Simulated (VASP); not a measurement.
## Ca2Al2O3: relaxation of cell and atoms with PBE

Crystal: Ca2Al2O3.

```xyz
7
Lattice="2.5498 1.4722 4.1639 -2.5498 1.4722 4.1639 0.0000 -2.9443 4.1639" Properties=species:S:1:pos:R:3 pbc="T T T"
Ca    0.0000    0.0000    0.0000
Ca    0.0000    0.0000    6.2458
Al    0.0000    0.0000    8.9315
Al    0.0000    0.0000    3.5601
O     1.2749    0.7361    2.0819
O     0.0000   -1.4722    2.0819
O    -1.2749    0.7361    2.0819
```

- Program: VASP 6.6.1
- Task: relaxation of cell and atoms
- Functional: PBE
- Potentials or basis: VASP PAW PBE potentials, release 64 (Ca_sv, Al, O)
- Cutoff: 600 eV
- k mesh: 4 × 4 × 4
- Occupations: gaussian, width 0.2 eV
- Spin: no spin polarisation
- Dipole correction: no
- Further INCAR settings: ALGO = Normal; EDIFF = 1e-07; IBRION = 2; EDIFFG = -0.08; NSW = 36; ISIF = 3

```
Relaxed volume                         : 15.07 Å³/atom
Relaxed cell                           : a = 5.216 Å, b = 5.216 Å, c = 5.216 Å, α = 62.32°, β = 62.32°, γ = 62.32°
Space group after relaxing (to 0.05 Å) : R-3m (No. 166)
Energy gained by relaxing              : 652.9 meV/atom
Ionic steps                            : 8
Pressure after relaxing                : -0.1 GPa
Largest force after relaxing           : 0.030 eV/Å
Band gap on the k mesh                 : zero (band 22 reaches 6.15 eV, above the bottom of band 23 at 5.36 eV)
```

Forces in eV/Å, atoms in the order of the input:
```
Ca   0.000  0.000  0.000
Ca   0.000  0.000  0.000
Al   0.000  0.000  0.030
Al   0.000  0.000 -0.030
O    0.000  0.000  0.000
O    0.000  0.000  0.000
O    0.000  0.000  0.000
```

Stress tensor (GPa, compression positive):
```
-0.03  0.00  0.00
 0.00 -0.03  0.00
 0.00  0.00 -0.27
```

Step by step:
```
step  energy change (eV)  largest force (eV/Å)  pressure (GPa)  volume (Å³)
   1              0.0000                7.0644            1.93        93.78
   2             -3.9754                2.4848            5.47        95.71
   3             -4.1704                0.6591            7.86        96.09
   4             -4.5426                0.2976           -1.44       106.48
   5             -4.5427                0.2956           -1.53       106.61
   6             -4.5690                0.1301            0.42       105.11
   7             -4.5691                0.1061            0.30       105.19
   8             -4.5703                0.0299           -0.11       105.50
```

Final structure:
```cif
data_structure
_symmetry_space_group_name_H-M 'P 1'
_symmetry_Int_Tables_number 1
_cell_length_a 5.2155
_cell_length_b 5.2155
_cell_length_c 5.2155
_cell_angle_alpha 62.317
_cell_angle_beta 62.317
_cell_angle_gamma 62.317
_cell_volume 105.50
loop_
_atom_site_label
_atom_site_type_symbol
_atom_site_fract_x
_atom_site_fract_y
_atom_site_fract_z
_atom_site_occupancy
Ca1 Ca 0.00000 0.00000 0.00000 1
Ca2 Ca 0.50000 0.50000 0.50000 1
Al1 Al 0.75699 0.75699 0.75699 1
Al2 Al 0.24301 0.24301 0.24301 1
O1 O 0.50000 0.00000 0.00000 1
O2 O 0.00000 0.00000 0.50000 1
O3 O 0.00000 0.50000 0.00000 1
```

Levels at points of the mesh, in eV from the Fermi level:
| k point | band 20 | band 21 | band 22 | band 23 | band 24 | band 25 |
| --- | --- | --- | --- | --- | --- | --- |
| (0.00, 0.00, 0.00) | -3.49 | -3.30 | -0.40 | -0.40 | 1.52 | 2.66 |
| (0.50, 0.00, 0.00) | -3.59 | -2.31 | -2.15 | 0.97 | 2.01 | 2.70 |
| (0.50, 0.50, 0.50) | -3.28 | -1.51 | -0.30 | 1.79 | 1.79 | 2.28 |
| (0.50, 0.50, 0.00) | -3.68 | -1.67 | -1.12 | 1.17 | 1.58 | 1.97 |

Run time: 7.2 min on 1 thread of Intel(R) Xeon(R) Platinum 8259CL CPU @ 2.50GHz (Skylake/Cascade Lake), on a shared host, peak memory 0.29 GiB.

Caveat: the k points lie up to 0.36 Å⁻¹ apart in the final cell; the relaxation stopped at a loose force limit of 0.08 eV/Å, so its end isn't a converged minimum.
